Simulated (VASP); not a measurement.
Input of a VASP 6.6.1 run:

Contents of INCAR:

```
SYSTEM = Al2Pt
  PREC = Accurate
  ENCUT = 520
  EDIFF = 1E-8
  ISMEAR = 1
  SIGMA = 0.2
  LREAL = .FALSE.
  LASPH = .TRUE.
  NELM = 100
  ALGO = Normal
  ISIF = 2
  LWAVE = .FALSE.
  LCHARG = .FALSE.
  GGA = PE
  NBANDS = 15
  IBRION = 8
  NSW = 1
```

Contents of KPOINTS:

```
regular mesh
0
G
  10 10 10
  0 0 0
```

Contents of POSCAR:

```
Al2Pt
1.0
    0.0000000000      2.9721228399      2.9721228399
    2.9721228399      0.0000000000      2.9721228399
    2.9721228399      2.9721228399      0.0000000000
Al Pt
2 1
Direct
    0.2500000000      0.2500000000      0.2500000000
    0.7500000000      0.7500000000      0.7500000000
    0.0000000000      0.0000000000      0.0000000000
```

Potentials or basis: VASP PAW PBE potentials, release 64 (Al, Pt).

The run is started by

```bash
$ cat potpaw_PBE.64/Al/POTCAR potpaw_PBE.64/Pt/POTCAR > POTCAR
$ mpirun -np 1 vasp_std > vasp.out
```

Predict the highest phonon frequency at Γ, LO-TO splitting left out.

292 cm⁻¹.

Phonon frequencies in cm⁻¹ (negative: imaginary):
| q point | frequencies |
| --- | --- |
| (0.000, 0.000, 0.000) | 0 0 0 228 228 228 292 292 292 |
